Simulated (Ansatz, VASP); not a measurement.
**One calculation of LaNbF2, two programs**

```xyz
8
Lattice="3.7028 0.0000 0.0000 0.0000 3.7028 0.0000 0.0000 0.0000 10.2784" Properties=species:S:1:pos:R:3 pbc="T T T"
La    1.8514    0.0000    8.5240
La    0.0000    1.8514    1.7543
Nb    1.8514    1.8514    5.1392
Nb    0.0000    0.0000    5.1392
F     1.8514    1.8514    0.0000
F     0.0000    0.0000    0.0000
F     1.8514    0.0000    1.8833
F     0.0000    1.8514    8.3951
```

Alike in both runs: functional PBE; k mesh 4 × 4 × 2; occupations gaussian, width 0.2 eV; no spin polarisation.

Ansatz relaxed the structure, and its values are those at the end. VASP's run is a single point on that final structure, the one shown.

|  | VASP | Ansatz |
| --- | --- | --- |
| version | VASP 6.6.1 | Ansatz 0.2.0 |
| potentials or method | VASP PAW PBE potentials, release 64 (La, Nb_sv, F), cutoff 520 eV | scalar-relativistic, plane waves, PAW |
| valence electrons in the cell | 76 | 76 |

|  | VASP | Ansatz | Ansatz less VASP |
| --- | --- | --- | --- |
| gap on the k mesh at the Fermi level (eV) | none | none | - |
| pressure (GPa) | -0.3 | 0.0 | +0.29 |
| rms of the force components (eV/Å) | 0.007 | 0.009 | +0.0021 |

A gap of «none» marks a metal or a gap that the smearing closes. With one functional, cell and mesh, what is left measures potentials, basis and numerics.

The k mesh is coarse, so the values compare programs but aren't converged. Spin-orbit coupling is off throughout.
